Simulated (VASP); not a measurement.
# Sn: single point with revPBE

The system is Sn.

```
CELL_PARAMETERS angstrom
-1.73779 1.73714 2.37301
1.73779 -1.73714 2.37301
1.73779 1.73714 -2.37301
ATOMIC_POSITIONS crystal
Sn 0.00000 0.00000 0.00000
```

```json
{"Program": "VASP 6.6.1", "Task": "single point", "Functional": "revPBE", "Potentials or basis": "VASP PAW PBE potentials, release 64 (Sn_d)", "Cutoff": "520 eV", "k mesh": "11 × 11 × 11", "Occupations": "fermi-dirac, width 0.05 eV", "Spin": "no spin polarisation", "Dipole correction": "no", "Further INCAR settings": "ALGO = Normal; EDIFF = 1e-06; NBANDS = 13"}
```

```json
{
  "Pressure": "0.0 GPa",
  "Band gap on the k mesh": "zero (bands 7 and 8 overlap by 9.03 eV)"
}
```

Levels at points of the mesh, in eV from the Fermi level:
| k point | band 3 | band 4 | band 5 | band 6 | band 7 | band 8 | band 9 | band 10 | band 11 | band 12 |
| --- | --- | --- | --- | --- | --- | --- | --- | --- | --- | --- |
| (0.00, 0.00, 0.00) | -21.58 | -21.54 | -21.52 | -10.75 | 7.27 | 7.33 | 7.33 | 10.52 | 11.44 | 11.45 |

Wall time 55 s on 1 thread of Intel(R) Xeon(R) Platinum 8259CL CPU @ 2.50GHz (Skylake/Cascade Lake), with other jobs on the host, peak memory 0.21 GiB.

Caveat: the PAW data sets were made with another functional, which shifts forces and pressure a little; spin-orbit coupling is left out, which moves the levels of the heavy elements.
